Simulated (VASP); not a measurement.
# Ga4AsN3 (P4/mmm) in VASP: single point with PBE

Aim: the single point of Ga4AsN3 with PBE.

Program: VASP 6.6.1. These are calculated values, not measurements. Logs are shortened: lines on timing, memory, paths and dates and some standing lists are left out, and cuts for length are marked.

### Step 1. The cell of the first run

Symmetry: P4/mmm, No. 123, tetragonal system. The conventional cell has a = 3.572 Å, b = 3.572 Å, c = 10.104 Å, α = 90.00°, β = 90.00°, γ = 90.00°. Ga (site symmetry 4mm) has 1 As at 2.53 Å and 5 N at 2.53 Å within 3.3 Å. Within 3.3 Å of Ga (site symmetry 4/mmm) lie 2 N at 2.53 Å and 4 As at 2.53 Å. Within 3.3 Å of Ga (site symmetry 4/mmm) lie 6 N at 2.53 Å. Within 3.3 Å of As (site symmetry 4/mmm) lie 6 Ga at 2.53 Å. N (site symmetry 4/mmm) has 6 Ga at 2.53 Å within 3.3 Å. Within 3.3 Å of N (site symmetry 4mm) lie 6 Ga at 2.53 Å.

### Step 2. Single point, PBE

INCAR

```
SYSTEM = Ga4AsN3
ALGO = Normal
EDIFF = 1E-7
ENCUT = 520
GGA = PE
ISIF = 2
ISMEAR = 0
LASPH = .TRUE.
LCHARG = .TRUE.
LELF = .TRUE.
LREAL = .FALSE.
LVHAR = .TRUE.
LWAVE = .FALSE.
NBANDS = 46
NELM = 60
PREC = Accurate
SIGMA = 0.1
```

KPOINTS

```
k-points
0
G
  6 6 2
  0 0 0
```

POSCAR

```
Ga4AsN3
1.0
    3.5721311600      0.0000000000      0.0000000000
    0.0000000000      3.5721311600      0.0000000000
    0.0000000000      0.0000000000     10.1035126500
Ga As N
4 1 3
Direct
    0.0000000000      0.0000000000      0.2500000000
    0.5000000000      0.5000000000      0.5000000000
    0.0000000000      0.0000000000      0.7500000000
    0.5000000000      0.5000000000      0.0000000000
    0.0000000000      0.0000000000      0.5000000000
    0.0000000000      0.0000000000      0.0000000000
    0.5000000000      0.5000000000      0.2500000000
    0.5000000000      0.5000000000      0.7500000000
```

Potentials or basis: VASP PAW PBE potentials, release 64 (Ga_d, As, N).

The run is started by

```sh
> cat potpaw_PBE.64/Ga_d/POTCAR potpaw_PBE.64/As/POTCAR potpaw_PBE.64/N/POTCAR > POTCAR
> mpirun -np 1 vasp_std > vasp.out
```

OUTCAR:

```text
SYSTEM = Ga4AsN3
   EDIFF = 1E-7
   ENCUT = 520
   GGA = PE
   ISIF = 2
   ISMEAR = 0
   LASPH = .TRUE.
   LREAL = .FALSE.
   NELM = 60
   PREC = Accurate

 ion  position               nearest neighbor table
   1  0.000  0.000  0.250-   5 2.53
   2  0.500  0.500  0.500-   5 2.53   5 2.53   5 2.53   5 2.53
   3  0.000  0.000  0.750-   5 2.53
   4  0.500  0.500  0.000-
   5  0.000  0.000  0.500-   1 2.53   3 2.53   2 2.53   2 2.53   2 2.53   2 2.53
   6  0.000  0.000  0.000-
   7  0.500  0.500  0.250-
   8  0.500  0.500  0.750-

  LATTYP: Found a simple tetragonal cell.
 ALAT       =     3.5721311600
 C/A-ratio  =     2.8284271202

  Lattice vectors:

 A1 = (   3.5721311600,   0.0000000000,   0.0000000000)
 A2 = (   0.0000000000,   3.5721311600,   0.0000000000)
 A3 = (   0.0000000000,   0.0000000000,  10.1035126500)

Analysis of symmetry for initial positions (statically):
=====================================================================
 Subroutine PRICEL returns:
 Original cell was already a primitive cell.

 Routine SETGRP: Setting up the symmetry group for a
 simple tetragonal supercell.

 Subroutine GETGRP returns: Found 16 space group operations
 (whereof 16 operations were pure point group operations)
 out of a pool of 16 trial point group operations.

The static configuration has the point symmetry D_4h.

Analysis of symmetry for dynamics (positions and initial velocities):
=====================================================================
 Subroutine PRICEL returns:
 Original cell was already a primitive cell.

 Routine SETGRP: Setting up the symmetry group for a
 simple tetragonal supercell.

 Subroutine GETGRP returns: Found 16 space group operations
 (whereof 16 operations were pure point group operations)
 out of a pool of 16 trial point group operations.

The dynamic configuration has the point symmetry D_4h.

 Subroutine INISYM returns: Found 16 space group operations
 (whereof 16 operations are pure point group operations),
 and found     1 'primitive' translations

----------------------------------------------------------------------------------------

                                     Primitive cell

  volume of cell :     128.9220

  direct lattice vectors                    reciprocal lattice vectors
     3.572131160  0.000000000  0.000000000     0.279944928  0.000000000  0.000000000
     0.000000000  3.572131160  0.000000000     0.000000000  0.279944928  0.000000000
     0.000000000  0.000000000 10.103512650     0.000000000  0.000000000  0.098975479

  length of vectors
     3.572131160  3.572131160 10.103512650     0.279944928  0.279944928  0.098975479

  position of ions in fractional coordinates (direct lattice)
     0.000000000  0.000000000  0.250000000
     0.500000000  0.500000000  0.500000000
     0.000000000  0.000000000  0.750000000
     0.500000000  0.500000000  0.000000000
     0.000000000  0.000000000  0.500000000
     0.000000000  0.000000000  0.000000000
     0.500000000  0.500000000  0.250000000
     0.500000000  0.500000000  0.750000000

  ion indices of the primitive-cell ions
   primitive index   ion index
                 1           1
                 2           2
                 3           3
                 4           4
                 5           5
                 6           6
                 7           7
                 8           8

----------------------------------------------------------------------------------------

 KPOINTS: k-points

Automatic generation of k-mesh.
 Grid dimensions read from file:
 generate k-points for:    6    6    2

 Generating k-lattice:

  Cartesian coordinates                     Fractional coordinates (reciprocal lattice)
     0.046657488  0.000000000  0.000000000     0.166666667  0.000000000  0.000000000
     0.000000000  0.046657488  0.000000000     0.000000000  0.166666667  0.000000000
     0.000000000  0.000000000  0.049487739     0.000000000  0.000000000  0.500000000

  Length of vectors
     0.046657488  0.046657488  0.049487739

  Shift w.r.t. Gamma in fractional coordinates (k-lattice)
     0.000000000  0.000000000  0.000000000

 Subroutine IBZKPT returns following result:
 ===========================================

 Found     20 irreducible k-points:

 Following reciprocal coordinates:
            Coordinates               Weight
  0.000000  0.000000  0.000000      1.000000
  0.166667  0.000000  0.000000      4.000000
  0.333333  0.000000  0.000000      4.000000
  0.500000  0.000000  0.000000      2.000000
  0.166667  0.166667  0.000000      4.000000
  0.333333  0.166667  0.000000      8.000000
[... 12 lines left out ...]
  0.500000  0.333333  0.500000      4.000000
  0.500000  0.500000  0.500000      1.000000
   k-points           NKPTS =     20   k-points in BZ     NKDIM =     20   number of bands    NBANDS=     46
   number of dos      NEDOS =    301   number of ions     NIONS =      8
   total plane-waves  NPLWV =  62720
   dimension x,y,z NGX =    28 NGY =   28 NGZ =   80
   dimension x,y,z NGXF=    56 NGYF=   56 NGZF=  160
   ions per type =               4   1   3
   NGX,Y,Z   is equivalent  to a cutoff of  13.03, 13.03, 13.16 a.u.
   NGXF,Y,Z  is equivalent  to a cutoff of  26.06, 26.06, 26.33 a.u.
 SYSTEM =  Ga4AsN3
   PREC   = accura    normal or accurate (medium, high low for compatibility)
   ISTART =      0    job   : 0-new  1-cont  2-samecut
   ICHARG =      2    charge: 1-file 2-atom 10-const
   ISPIN  =      1    spin polarized calculation?
   LNONCOLLINEAR =      F non collinear calculations
   LSORBIT =      F    spin-orbit coupling
   LASPH  =      T    aspherical Exc in radial PAW
   ENCUT  =  520.0 eV  38.22 Ry    6.18 a.u.   6.64  6.64 18.79*2*pi/ulx,y,z
   NELM   =     60;   NELMIN=  2; NELMDL= -5     # of ELM steps
   EDIFF  = 0.1E-06   stopping-criterion for ELM
   LREAL  =      F    real-space projection
   EDIFFG = 0.1E-05   stopping-criterion for IOM
   NSW    =      0    number of steps for IOM
   IBRION =     -1    ionic relax: 0-MD 1-quasi-New 2-CG
   NFREE  =      0    steps in history (QN), initial steepest desc. (CG)
   ISIF   =      2    stress and relaxation
   ISYM   =      2    0-nonsym 1-usesym 2-fastsym
   POTIM  = 0.5000    time-step for ionic-motion
   TEBEG  =    0.0;   TEEND  =   0.0 temperature during run
   PSTRESS=    0.0 pullay stress
   NELECT =      72.0000    total number of electrons
   NUPDOWN=      -1.0000    fix difference up-down
   EMIN   =  10.00;   EMAX   =-10.00  energy-range for DOS
   EFERMI =   0.00;   METHOD = LEGACY
   ISMEAR =     0;   SIGMA  =   0.10  broadening in eV -4-tet -1-fermi 0-gaus
   EFERMI_NEDOS =   21; number of points for ismear=-14 and -15
   IALGO  =     38    algorithm
   IMIX   =      4    mixing-type and parameters
     AMIX     =   0.40;   BMIX     =  1.00
     AMIX_MAG =   1.60;   BMIX_MAG =  1.00
  volume/ion in A,a.u.               =      16.12       108.75
  Fermi-wavevector in a.u.,A,eV,Ry     =   1.348166  2.547664 24.729279  1.817551
  Thomas-Fermi vector in A             =   2.475857
   LORBIT       =      0    0 simple, 1 ext, 2 COOP (PROOUT), +10 PAW based schemes
   GGA     = PE    functional components
   LHFCALC =     F    Hartree Fock is set to
   AEXX    =    0.0000 exact exchange contribution
   IVDW    =     0    specifies the selected vdW correction
   LEPSILON=     F    determine dielectric tensor
   LRPA    =     F    only Hartree local field effects (RPA)
 non-spin polarized calculation
 Gauss-broadening in eV      SIGMA  =   0.10
  energy-cutoff  :      520.00
  volume of cell :      128.92
 maximum number of plane-waves:      3510
 NGX is ok and might be reduce to    28
   NGX = 13   NGY = 13   NGZ = 37

 number of electron      72.0000065 magnetization

 Free energy of the ion-electron system (eV)
  ---------------------------------------------------
  ext. energy  EPLUGINS =         0.00000000
  ---------------------------------------------------
  free energy    TOTEN  =       -35.15123278 eV

  energy without entropy =      -35.12234598  energy(sigma->0) =      -35.13678938

 E-fermi :   3.6927     XC(G=0): -10.6168

 val. band max:        3.6885951620   @ k =   0.5000   0.3333   0.5000
 cond. band min:       3.6996316609   @ k =   0.1667   0.0000   0.5000
 fundamental gap:      0.0110364989
 Fermi energy:         3.6927214802

 k-point     1 :       0.0000    0.0000    0.0000
  band No.  band energies     occupation
      1     -11.1803      2.00000
      2     -11.0429      2.00000
      3     -11.0350      2.00000
      4     -10.9311      2.00000
      5     -10.9311      2.00000
      6     -10.7440      2.00000
[... 38 lines left out ...]
     45      11.6736      0.00000
     46      11.7569      0.00000

 k-point     2 :       0.1667    0.0000    0.0000
  band No.  band energies     occupation
      1     -11.1316      2.00000
      2     -11.0517      2.00000
      3     -11.0313      2.00000
      4     -10.9396      2.00000
      5     -10.9304      2.00000
      6     -10.7313      2.00000
[... 38 lines left out ...]
     45      10.7561      0.00000
     46      11.1954      0.00000

 k-point     3 :       0.3333    0.0000    0.0000
  band No.  band energies     occupation
      1     -11.0848      2.00000
      2     -11.0594      2.00000
      3     -10.9914      2.00000
      4     -10.9563      2.00000
      5     -10.9290      2.00000
      6     -10.7149      2.00000
[... 822 lines left out ...]
     45      10.5282      0.00000
     46      10.8551      0.00000

 k-point    20 :       0.5000    0.5000    0.5000
  band No.  band energies     occupation
      1     -11.3275      2.00000
      2     -10.9801      2.00000
      3     -10.9541      2.00000
      4     -10.9541      2.00000
      5     -10.9388      2.00000
      6     -10.7706      2.00000
[... 38 lines left out ...]
     45      10.8913      0.00000
     46      11.0339      0.00000

------------------------ aborting loop because EDIFF is reached ----------------------------------------

  FORCE on cell =-STRESS in cart. coord.  units (eV):
  Direction    XX          YY          ZZ          XY          YZ          ZX
  --------------------------------------------------------------------------------------
  -------------------------------------------------------------------------------------
  Total      -13.5244068    -13.5244068    -13.8341319      0.0000000     -0.0000000     -0.0000000
  in kB     -168.0744212   -168.0744212   -171.9235269      0.0000000     -0.0000000     -0.0000000
  external PRESSURE =    -169.3574564 kB  Pullay stress =       0.0000000 kB

 VOLUME and BASIS-vectors are now :
 -----------------------------------------------------------------------------
  energy-cutoff  :      520.00
  volume of cell :      128.92
      direct lattice vectors                 reciprocal lattice vectors
     3.572131160  0.000000000  0.000000000     0.279944928  0.000000000  0.000000000
     0.000000000  3.572131160  0.000000000     0.000000000  0.279944928  0.000000000
     0.000000000  0.000000000 10.103512650     0.000000000  0.000000000  0.098975479

 POSITION                                       TOTAL-FORCE (eV/Angst)
 -----------------------------------------------------------------------------------
      0.00000      0.00000      2.52588         0.000000     -0.000000     -1.835904
      1.78607      1.78607      5.05176         0.000000      0.000000      0.000000
      0.00000      0.00000      7.57763         0.000000     -0.000000      1.835904
      1.78607      1.78607      0.00000         0.000000      0.000000      0.000000
      0.00000      0.00000      5.05176         0.000000      0.000000      0.000000
      0.00000      0.00000      0.00000         0.000000      0.000000      0.000000
      1.78607      1.78607      2.52588        -0.000000     -0.000000     -0.311266
      1.78607      1.78607      7.57763         0.000000      0.000000      0.311266
 -----------------------------------------------------------------------------------
    total drift:                                0.000000      0.000000     -0.000000

  FREE ENERGIE OF THE ION-ELECTRON SYSTEM (eV)
  ---------------------------------------------------
  free  energy   TOTEN  =       -35.1512327784 eV

  energy  without entropy=      -35.1223459751  energy(sigma->0) =      -35.13678938
```

Wall time 5 min (1 thread of Intel Xeon 8259CL, shared host); peak memory 0.28 GiB.

Results:

```
Free energy            : -35.1512 eV
Pressure               : -16.9 GPa
Largest force          : 1.836 eV/Å
Band gap on the k mesh : zero (band 36 reaches 4.20 eV, above the bottom of band 37 at 2.02 eV)
```

Forces in eV/Å, atoms in the order of the input:
```
Ga   0.000  0.000 -1.836
Ga   0.000  0.000  0.000
Ga   0.000  0.000  1.836
Ga   0.000  0.000  0.000
As   0.000  0.000  0.000
N    0.000  0.000  0.000
N    0.000  0.000 -0.311
N    0.000  0.000  0.311
```

Stress tensor (GPa, compression positive):
```
-16.81   0.00   0.00
  0.00 -16.81   0.00
  0.00   0.00 -17.19
```

Levels at points of the mesh, in eV from the Fermi level:
| k point | band 32 | band 33 | band 34 | band 35 | band 36 | band 37 | band 38 | band 39 | band 40 | band 41 |
| --- | --- | --- | --- | --- | --- | --- | --- | --- | --- | --- |
| (0.00, 0.00, 0.00) | -0.99 | -0.94 | -0.94 | -0.74 | -0.13 | -0.10 | -0.10 | 1.32 | 1.92 | 4.86 |
| (0.50, 0.00, 0.00) | -0.14 | -0.11 | -0.09 | 0.04 | 0.51 | 2.20 | 2.27 | 3.28 | 3.41 | 3.91 |
| (0.50, 0.50, 0.00) | -2.96 | -2.42 | -1.83 | -1.79 | -1.68 | -1.68 | -1.65 | 1.65 | 2.88 | 5.52 |
| (0.00, 0.00, 0.50) | -1.35 | -1.27 | -0.63 | -0.40 | -0.40 | -0.35 | -0.35 | 1.53 | 1.59 | 4.87 |
| (0.50, 0.00, 0.50) | -0.94 | -0.22 | -0.18 | -0.11 | 0.50 | 2.38 | 2.71 | 3.09 | 3.53 | 3.54 |
| (0.50, 0.50, 0.50) | -3.11 | -2.36 | -2.36 | -2.01 | -2.01 | -0.08 | 0.30 | 0.43 | 1.03 | 5.54 |

Caveat: forces of over 1 eV/Å act on the atoms, so gaps and moduli don't describe the material at rest.
